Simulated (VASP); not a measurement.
Input of a VASP 6.6.1 run:

The input INCAR:

```
PREC = Accurate ; ENCUT = 520
EDIFF = 1E-6 ; ISMEAR = -1
SIGMA = 0.1 ; LREAL = False
LASPH = True ; NELM = 60
ALGO = Normal ; ISIF = 2
LWAVE = False ; LCHARG = False
GGA = RP ; NBANDS = 19
```

File KPOINTS:

```
regular mesh
0
Gamma
  10 10 13
```

Contents of POSCAR:

```
Os
1.0
    4.3953034067      0.0000000000      0.0000000000
   -2.1976517034      3.8064444075      0.0000000000
    0.0000000000      0.0000000000      2.7677905381
Os
3
Direct
    1.0000000000      1.0000000000      1.0000000000
    0.3333333333      0.6666666667      0.5000000000
    0.6666666667      0.3333333333      0.5000000000
```

Potentials or basis: VASP PAW PBE potentials, release 64 (Os).

Run with:

```console
$ cat potpaw_PBE.64/Os/POTCAR > POTCAR
$ mpirun -np 1 vasp_std > vasp.out
```

Problem. What does it give for the pressure?

Solution. -13.4 GPa.

Problem. Estimate the band gap on the k mesh.

Solution. Zero (bands 12 and 13 overlap by 2.27 eV).

Stress tensor (GPa, compression positive):
```
-14.30   0.00   0.00
  0.00 -14.30   0.00
  0.00   0.00 -11.53
```

Caveat: the cell stands under tension; the PAW data sets were made with another functional, which shifts forces and pressure a little; spin-orbit coupling is left out, which moves the levels of the heavy elements.
